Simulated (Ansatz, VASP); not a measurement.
# Zn4SeS3: VASP beside Ansatz

```
CELL_PARAMETERS angstrom
5.45986 0.00000 0.00000
0.00000 5.45986 0.00000
0.00000 0.00000 5.45986
ATOMIC_POSITIONS crystal
Zn 0.74361 0.74361 0.74361
Zn 0.74361 0.25639 0.25639
Zn 0.25639 0.74361 0.25639
Zn 0.25639 0.25639 0.74361
Se 0.00000 0.00000 0.00000
S 0.50000 0.50000 0.00000
S 0.50000 0.00000 0.50000
S 0.00000 0.50000 0.50000
```

Alike in both runs: functional PBE; k mesh 6 × 6 × 6; occupations gaussian, width 0.02 eV; no spin polarisation.

Ansatz relaxed the structure, and its values are those at the end. VASP's run is a single point on that final structure, the one shown.

```csv
,VASP,Ansatz
version,VASP 6.6.1,Ansatz 0.2.0
potentials or method,"VASP PAW PBE potentials, release 64 (Zn, Se, S), cutoff 520 eV","scalar-relativistic, plane waves, PAW"
valence electrons in the cell,72,82
```

|  | VASP | Ansatz | Ansatz less VASP |
| --- | --- | --- | --- |
| gap on the k mesh at the Fermi level (eV) | 1.86 | 1.85 | -0.004 |
| least direct gap on the mesh (eV) | 1.86 | 1.85 | -0.004 |
| pressure (GPa) | 2.3 | 2.2 | -0.17 |
| rms of the force components (eV/Å) | 0.008 | 0.006 | -0.0022 |

VASP's potentials hold 72 valence electrons a cell and Ansatz's 82, so a difference there can come from the potentials and not from the codes. Ansatz's warnings: stress scf threshold loose.
